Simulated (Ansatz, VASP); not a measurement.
# Two plane-wave programs on Pt

INCAR

```
SYSTEM = Pt
  PREC = Accurate
  ENCUT = 520
  EDIFF = 1E-7
  ISMEAR = -1
  SIGMA = 0.1
  LREAL = .FALSE.
  LASPH = .TRUE.
  NELM = 80
  ALGO = Normal
  ISIF = 2
  LWAVE = .FALSE.
  LCHARG = .FALSE.
  GGA = PE
  NBANDS = 11
```

File KPOINTS:

```
regular mesh
0
G
  13 13 13
  0 0 0
```

File POSCAR:

```
Pt
1.0
    2.5535763020      0.0000000000      0.0000000000
    0.0000000000      2.5535763020      0.0000000000
    0.0000000000      0.0000000000      2.5535763020
Pt
1
Direct
    0.0000000000      0.0000000000      0.0000000000
```

Input for Ansatz:

```yaml
crystal:
  lattice:
    - [2.553576302, 0.0, 0.0]
    - [0.0, 2.553576302, 0.0]
    - [0.0, 0.0, 2.553576302]
  atoms:
    - { symbol: Pt, position: [0.0, 0.0, 0.0] }
hamiltonian:
  xc: pbe
  pseudopotentials:
    kind: paw
    azcp:
      Pt: "pseudopotentials/Pt.paw.azcp"
basis:
  ecutwfc: 420
  fft_grid_basis: typed
kpoints:
  mp_grid: { grid: [13, 13, 13], shift: [0, 0, 0] }
magnetization:
  spin_polarized: false
scf:
  occupations: { method: fermi_dirac, width: 0.1 }
  lower_state_search: "off"
output:
  stress: true
  write_density: true
  write_potential: true
  elf: true
  volumetric_format: npy
```

Alike in both runs: task single point; functional PBE; k mesh 13 × 13 × 13; occupations fermi-dirac, width 0.1 eV; no spin polarisation.

|  | VASP | Ansatz |
| --- | --- | --- |
| version | VASP 6.6.1 | Ansatz 0.2.0 |
| potentials or method | VASP PAW PBE potentials, release 64 (Pt), cutoff 520 eV | plane waves (420 eV) with PAW, scalar-relativistic |
| valence electrons in the cell | 10 | 18 |

VASP gave:

- pressure (GPa): 18.4

Task: What did Ansatz give for the same quantities?

Result: Pressure (GPa): 19.1.

VASP's potentials hold 10 valence electrons a cell and Ansatz's 18, so a difference there can come from the potentials and not from the codes.

Neither program's run includes spin-orbit coupling.
